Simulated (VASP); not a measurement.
Here is a VASP 6.6.1 calculation.

Contents of INCAR:

```
SYSTEM = AgPt3
  PREC = Accurate
  ENCUT = 470
  EDIFF = 1E-8
  ISMEAR = -1
  SIGMA = 0.08
  LREAL = .FALSE.
  LASPH = .TRUE.
  NELM = 120
  ALGO = Normal
  ISIF = 2
  LWAVE = .FALSE.
  LCHARG = .FALSE.
  GGA = CA
  LEFG = .TRUE.
  NBANDS = 44
  GGA_COMPAT = .FALSE.
```

The input KPOINTS:

```
regular mesh
0
G
  9 9 9
  0 0 0
```

POSCAR

```
AgPt3
1.0
    3.9000000000      0.0000000000      0.0000000000
    0.0000000000      3.9000000000      0.0000000000
    0.0000000000      0.0000000000      3.8220000000
Ag Pt
1 3
Direct
    0.0000000000      0.0000000000      0.0000000000
    0.0000000000      0.5000000000      0.5000000000
    0.5000000000      0.0000000000      0.5000000000
    0.5000000000      0.5000000000      0.0000000000
```

Potentials or basis: VASP PAW LDA potentials, release 64 (Ag_sv_GW, Pt_sv_GW).

Launch:

```sh
$ cat potpaw_LDA.64/Ag_sv_GW/POTCAR potpaw_LDA.64/Pt_sv_GW/POTCAR > POTCAR
$ mpirun -np 1 vasp_std > vasp.out
```

Question: Predict the pressure.

Answer: 4.8 GPa.

Question: Estimate the band gap on the k mesh.

Answer: Zero (an odd number of electrons rules out a gap without spin polarisation).

Electric field gradients, principal values (V/Å²):
```
atom   least  middle  greatest (by size)
1 Ag   0.772   0.772              -1.544
2 Pt   6.190  13.780             -19.971
3 Pt   6.190  13.780             -19.971
4 Pt  13.642  13.642             -27.284
```

Caveat: the cell differs from its parent crystal (zz strain of -2 %); the cell stands under pressure; without QUAD_EFG the Cq values of the log hold for a quadrupole moment of 1 mb, not for the nuclei; spin-orbit coupling is left out, which moves the levels of the heavy elements.
